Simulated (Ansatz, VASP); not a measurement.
**Two plane-wave programs on Sn2TeAs2**

```
Sn Te As
1.0
     4.15493    0.00000    0.00000
     0.00000    4.15493    0.00000
     0.00000    0.00000    7.93569
Sn Te As
2 1 2
Direct
  0.50000 0.00000 0.87066
  0.00000 0.50000 0.87066
  0.50000 0.50000 0.19975
  0.50000 0.00000 0.50581
  0.00000 0.50000 0.50581
```

Alike in both runs: task relaxation of cell and atoms; functional PBE; k mesh 10 × 10 × 6; occupations gaussian, width 0.1 eV; no spin polarisation.

|  | VASP | Ansatz |
| --- | --- | --- |
| version | VASP 6.6.1 | Ansatz 0.2.0 |
| potentials or method | VASP PAW PBE potentials, release 64 (Sn_d, Te, As), cutoff 600 eV | scalar-relativistic, plane waves, PAW |
| valence electrons in the cell | 44 | 74 |

VASP gave:

- gap on the k mesh at the Fermi level, each at its own relaxed structure (eV): none
- relaxed volume (Å³/atom): 27.39
- relaxed length of the cell vector where the two differ most in proportion (Å): 7.794

Q: Estimate Ansatz's values.

A: gap on the k mesh at the Fermi level, each at its own relaxed structure (eV): none; relaxed volume (Å³/atom): 27.40; relaxed length of the cell vector where the two differ most in proportion (Å): 7.795.

A gap of «none» marks a metal or a gap that the smearing closes. VASP's potentials hold 44 valence electrons a cell and Ansatz's 74, so a difference there can come from the potentials and not from the codes.

Spin-orbit coupling is off throughout.
